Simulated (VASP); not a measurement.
# SiC (Moissanite 3C) in VASP: settings compared

Aim: see how the results for SiC (Moissanite 3C) move with the level of theory and the settings. Levels: PBE+D4, LDA. Tasks: single point, relaxation of cell and atoms.

Program: VASP 6.6.1. These are calculated values, not measurements. Logs are shortened: lines on timing, memory, paths and dates and some standing lists are left out, and cuts for length are marked.

### Step 1. The cell of the first run

It takes space group F-43m (No. 216, cubic). The conventional cell has a = 4.352 Å, b = 4.352 Å, c = 4.352 Å, α = 90.00°, β = 90.00°, γ = 90.00°. Si (site symmetry -43m) has 4 C at 1.88 Å within 2.5 Å. C (site symmetry -43m) has 4 Si at 1.88 Å within 2.5 Å.

### Step 2. Single point, PBE+D4 (atoms moved at random)

Contents of INCAR:

```
SYSTEM = SiC
  PREC = Accurate
  ENCUT = 520
  EDIFF = 1E-7
  ISMEAR = 1
  SIGMA = 0.1
  LREAL = .FALSE.
  LASPH = .TRUE.
  NELM = 100
  ALGO = Normal
  ISIF = 2
  LWAVE = .FALSE.
  LCHARG = .FALSE.
  GGA = PE
  IVDW = 13
  NBANDS = 11
```

Contents of KPOINTS:

```
Automatic mesh
0
G
  8 8 8
  0 0 0
```

Contents of POSCAR:

```
SiC
1.0
   -0.0000063028      2.1758966244      2.1758850356
    2.1758828428     -0.0000033514      2.1758820842
    2.1758812547      2.1758920849     -0.0000017633
Si C
1 1
Direct
   -0.0021293706     -0.0044459248      0.0023273734
    0.7478703706      0.7455539248      0.7523276266
```

Potentials or basis: VASP PAW PBE potentials, release 64 (Si, C).

On the command line:

```console
$ cat potpaw_PBE.64/Si/POTCAR potpaw_PBE.64/C/POTCAR > POTCAR
$ mpirun -np 1 vasp_std > vasp.out
```

OUTCAR:

```text
SYSTEM = SiC
   PREC = Accurate
   ENCUT = 520
   EDIFF = 1E-7
   ISMEAR = 1
   LREAL = .FALSE.
   LASPH = .TRUE.
   NELM = 100
   ISIF = 2
   GGA = PE
   IVDW = 13

 ion  position               nearest neighbor table
   1  0.998  0.996  0.002-   2 1.88   2 1.88   2 1.88   2 1.88
   2  0.748  0.746  0.752-   1 1.88   1 1.88   1 1.88   1 1.88

  LATTYP: Found a face centered cubic cell.
 ALAT       =     4.3517649270

  Lattice vectors:

 A1 = (  -0.0000063028,   2.1758966244,   2.1758850356)
 A2 = (   2.1758828428,  -0.0000033514,   2.1758820842)
 A3 = (   2.1758812547,   2.1758920849,  -0.0000017633)

Analysis of symmetry for initial positions (statically):
=====================================================================
 Subroutine PRICEL returns:
 Original cell was already a primitive cell.

 Routine SETGRP: Setting up the symmetry group for a
 face centered cubic supercell.

 Subroutine GETGRP returns: Found 24 space group operations
 (whereof  1 operations were pure point group operations)
 out of a pool of 48 trial point group operations.

The static configuration has the point symmetry C_1 .
 The point group associated with its full space group is T_d .

Analysis of symmetry for dynamics (positions and initial velocities):
=====================================================================
 Subroutine PRICEL returns:
 Original cell was already a primitive cell.

 Routine SETGRP: Setting up the symmetry group for a
 face centered cubic supercell.

 Subroutine GETGRP returns: Found 24 space group operations
 (whereof  1 operations were pure point group operations)
 out of a pool of 48 trial point group operations.

The dynamic configuration has the point symmetry C_1 .
 The point group associated with its full space group is T_d .

 Subroutine INISYM returns: Found 24 space group operations
 (whereof  1 operations are pure point group operations),
 and found     1 'primitive' translations

----------------------------------------------------------------------------------------

                                     Primitive cell

  volume of cell :      20.6034

  direct lattice vectors                    reciprocal lattice vectors
    -0.000006303  2.175896624  2.175885036    -0.229790869  0.229789912  0.229791303
     2.175882843 -0.000003351  2.175882084     0.229791367 -0.229790037  0.229791927
     2.175881255  2.175892085 -0.000001763     0.229791703  0.229790871 -0.229791429

  length of vectors
     3.077174322  3.077162490  3.077168439     0.398009159  0.398009878  0.398010266

  position of ions in fractional coordinates (direct lattice)
     0.997870629  0.995554075  0.002327373
     0.747870371  0.745553925  0.752327627

  ion indices of the primitive-cell ions
   primitive index   ion index
                 1           1
                 2           2

----------------------------------------------------------------------------------------

 KPOINTS: Automatic mesh

Automatic generation of k-mesh.
 Grid dimensions read from file:
 generate k-points for:    8    8    8

 Generating k-lattice:

  Cartesian coordinates                     Fractional coordinates (reciprocal lattice)
    -0.028723859  0.028723739  0.028723913     0.125000000  0.000000000  0.000000000
     0.028723921 -0.028723755  0.028723991     0.000000000  0.125000000 -0.000000000
     0.028723963  0.028723859 -0.028723929    -0.000000000  0.000000000  0.125000000

  Length of vectors
     0.049751145  0.049751235  0.049751283

  Shift w.r.t. Gamma in fractional coordinates (k-lattice)
     0.000000000  0.000000000  0.000000000

 Subroutine IBZKPT returns following result:
 ===========================================

 Found     29 irreducible k-points:

 Following reciprocal coordinates:
            Coordinates               Weight
  0.000000  0.000000  0.000000      1.000000
  0.125000  0.000000  0.000000      8.000000
  0.250000  0.000000  0.000000      8.000000
  0.375000  0.000000  0.000000      8.000000
  0.500000  0.000000  0.000000      4.000000
  0.125000  0.125000 -0.000000      6.000000
[... 16 lines left out ...]
  0.500000  0.250000  0.125000     48.000000
 -0.375000  0.250000  0.125000     24.000000
 [... further k-points ...]
   k-points           NKPTS =     29   k-points in BZ     NKDIM =     29   number of bands    NBANDS=     11
   number of dos      NEDOS =    301   number of ions     NIONS =      2
   total plane-waves  NPLWV =  13824
   dimension x,y,z NGX =    24 NGY =   24 NGZ =   24
   dimension x,y,z NGXF=    48 NGYF=   48 NGZF=   48
   ions per type =               1   1
   NGX,Y,Z   is equivalent  to a cutoff of  12.97, 12.97, 12.97 a.u.
   NGXF,Y,Z  is equivalent  to a cutoff of  25.93, 25.93, 25.93 a.u.
 SYSTEM =  SiC
   PREC   = accura    normal or accurate (medium, high low for compatibility)
   ISTART =      0    job   : 0-new  1-cont  2-samecut
   ICHARG =      2    charge: 1-file 2-atom 10-const
   ISPIN  =      1    spin polarized calculation?
   LNONCOLLINEAR =      F non collinear calculations
   LSORBIT =      F    spin-orbit coupling
   LASPH  =      T    aspherical Exc in radial PAW
   ENCUT  =  520.0 eV  38.22 Ry    6.18 a.u.   5.72  5.72  5.72*2*pi/ulx,y,z
   NELM   =    100;   NELMIN=  2; NELMDL= -5     # of ELM steps
   EDIFF  = 0.1E-06   stopping-criterion for ELM
   LREAL  =      F    real-space projection
   EDIFFG = 0.1E-05   stopping-criterion for IOM
   NSW    =      0    number of steps for IOM
   IBRION =     -1    ionic relax: 0-MD 1-quasi-New 2-CG
   NFREE  =      0    steps in history (QN), initial steepest desc. (CG)
   ISIF   =      2    stress and relaxation
   ISYM   =      2    0-nonsym 1-usesym 2-fastsym
   POTIM  = 0.5000    time-step for ionic-motion
   TEBEG  =    0.0;   TEEND  =   0.0 temperature during run
   PSTRESS=    0.0 pullay stress
   NELECT =       8.0000    total number of electrons
   NUPDOWN=      -1.0000    fix difference up-down
   EMIN   =  10.00;   EMAX   =-10.00  energy-range for DOS
   EFERMI =   0.00;   METHOD = LEGACY
   ISMEAR =     1;   SIGMA  =   0.10  broadening in eV -4-tet -1-fermi 0-gaus
   EFERMI_NEDOS =   21; number of points for ismear=-14 and -15
   IALGO  =     38    algorithm
   IMIX   =      4    mixing-type and parameters
     AMIX     =   0.40;   BMIX     =  1.00
     AMIX_MAG =   1.60;   BMIX_MAG =  1.00
  volume/ion in A,a.u.               =      10.30        69.52
  Fermi-wavevector in a.u.,A,eV,Ry     =   1.194331  2.256959 19.407724  1.426427
  Thomas-Fermi vector in A             =   2.330324
   LORBIT       =      0    0 simple, 1 ext, 2 COOP (PROOUT), +10 PAW based schemes
   GGA     = PE    functional components
   LHFCALC =     F    Hartree Fock is set to
   AEXX    =    0.0000 exact exchange contribution
   IVDW    =    13    specifies the selected vdW correction
   LEPSILON=     F    determine dielectric tensor
   LRPA    =     F    only Hartree local field effects (RPA)
 non-spin polarized calculation
 Methfessel and Paxton  Order N= 1 SIGMA  =   0.10
  energy-cutoff  :      520.00
  volume of cell :       20.60
 maximum number of plane-waves:       568
   NGX = 11   NGY = 11   NGZ = 11

 number of electron       8.0000001 magnetization

 Free energy of the ion-electron system (eV)
  ---------------------------------------------------
  ext. energy  EPLUGINS =         0.00000000
  ---------------------------------------------------
  free energy    TOTEN  =       -15.05454212 eV

  energy without entropy =      -15.05459681  energy(sigma->0) =      -15.05456035

 E-fermi :   8.2362     XC(G=0): -11.3746

 val. band max:        8.1561212592   @ k =   0.0000   0.0000   0.0000
 cond. band min:       9.5082854255   @ k =   0.5000   0.5000  -0.0000
 fundamental gap:      1.3521641663
 Fermi energy:         8.2362000091

 k-point     1 :       0.0000    0.0000    0.0000
  band No.  band energies     occupation
      1      -7.2813      2.00000
      2       8.1561      1.98063
      3       8.1561      1.98051
      4       8.1561      1.98050
      5      14.4402      0.00000
      6      15.4925      0.00000
      7      15.4925      0.00000
      8      15.4926      0.00000
      9      22.6868      0.00000
     10      22.6870      0.00000
     11      24.7030      0.00000

 k-point     2 :       0.1250    0.0000    0.0000
  band No.  band energies     occupation
      1      -6.9756      2.00000
      2       6.6712      2.00000
      3       7.9551      2.00052
      4       7.9551      2.00052
      5      14.6699      0.00000
      6      15.8449      0.00000
      7      15.8449      0.00000
      8      16.0275      0.00000
      9      21.4635      0.00000
     10      21.4637      0.00000
     11      24.2504      0.00000

 k-point     3 :       0.2500    0.0000    0.0000
  band No.  band energies     occupation
      1      -6.0815      2.00000
      2       3.8571      2.00000
      3       7.5498      2.00000
      4       7.5499      2.00000
      5      14.1835      0.00000
      6      16.0909      0.00000
      7      16.0909      0.00000
      8      17.5469      0.00000
      9      21.2968      0.00000
     10      21.2969      0.00000
     11      23.3348      0.00000
[... 267 lines left out ...]
 k-point    23 :       0.5000    0.2500    0.1250
  band No.  band energies     occupation
      1      -3.9981      2.00000
      2       1.6318      2.00000
      3       4.5527      2.00000
      4       6.2303      2.00000
      5      13.4714      0.00000
      6      15.7799      0.00000
      7      17.3895      0.00000
      8      18.6413      0.00000
      9      21.5811      0.00000
     10      24.6964      0.00000
     11      27.5413      0.00000

 k-point    24 :      -0.3750    0.2500    0.1250
  band No.  band energies     occupation
      1      -3.0482      2.00000
      2       0.3103      2.00000
      3       4.4417      2.00000
      4       5.8923      2.00000
      5      13.4129      0.00000
      6      15.4617      0.00000
      7      18.3408      0.00000
      8      19.1936      0.00000
      9      21.6212      0.00000
     10      24.4175      0.00000
     11      27.5352      0.00000

 [... further k-points ...]

------------------------ aborting loop because EDIFF is reached ----------------------------------------

  DFT-D4 for vdW energy calculation

  Edisp (eV):   -0.66090

  FORCE on cell =-STRESS in cart. coord.  units (eV):
  Direction    XX          YY          ZZ          XY          YZ          ZX
  --------------------------------------------------------------------------------------
  -------------------------------------------------------------------------------------
  Total      -0.00848    -0.00848    -0.00848     0.00000    -0.00000     0.00000
  in kB      -0.65936    -0.65936    -0.65936     0.00000    -0.00000     0.00000
  external pressure =       -0.66 kB  Pullay stress =        0.00 kB

 VOLUME and BASIS-vectors are now :
 -----------------------------------------------------------------------------
  energy-cutoff  :      520.00
  volume of cell :       20.60
      direct lattice vectors                 reciprocal lattice vectors
    -0.000006303  2.175896624  2.175885036    -0.229790869  0.229789912  0.229791303
     2.175882843 -0.000003351  2.175882084     0.229791367 -0.229790037  0.229791927
     2.175881255  2.175892085 -0.000001763     0.229791703  0.229790871 -0.229791429

 POSITION                                       TOTAL-FORCE (eV/Angst)
 -----------------------------------------------------------------------------------
      2.17127      2.17632      4.33746        -0.000000     -0.000000     -0.000000
      3.25921      3.26427      3.24952         0.000000      0.000000      0.000000
 -----------------------------------------------------------------------------------
    total drift:                               -0.000037     -0.000129      0.000067

  FREE ENERGIE OF THE ION-ELECTRON SYSTEM (eV)
  ---------------------------------------------------
  free  energy   TOTEN  =       -15.7154395703 eV

  energy  without entropy=      -15.7154942595  energy(sigma->0) =      -15.71545780
```

It took 4.2 s on 1 thread of Intel Xeon 6975P-C (Granite Rapids), shared host; peak memory 0.13 GiB.

What came out:

- Free energy: -15.7154 eV
- Pressure: -0.1 GPa
- Band gap on the k mesh: 1.35 eV, indirect (least direct gap 4.55 eV)
- Dispersion energy per atom: -0.330 eV

Levels at points of the mesh, in eV from the valence-band top:
```tsv
k point	band 1	band 2	band 3	band 4	band 5	band 6	band 7	band 8
(0.00, 0.00, 0.00)	-15.44	0.00	0.00	0.00	6.28	7.34	7.34	7.34
(0.50, 0.00, 0.00)	-11.86	-8.56	-1.05	-1.05	5.47	7.24	7.24	10.08
(0.50, 0.50, 0.00)	-10.40	-7.81	-3.19	-3.19	1.35	4.34	14.08	14.08
```

Caveat: the cell differs from its parent crystal (atoms moved at random). A k mesh can miss the band edges.

[end of part 1 of 2]
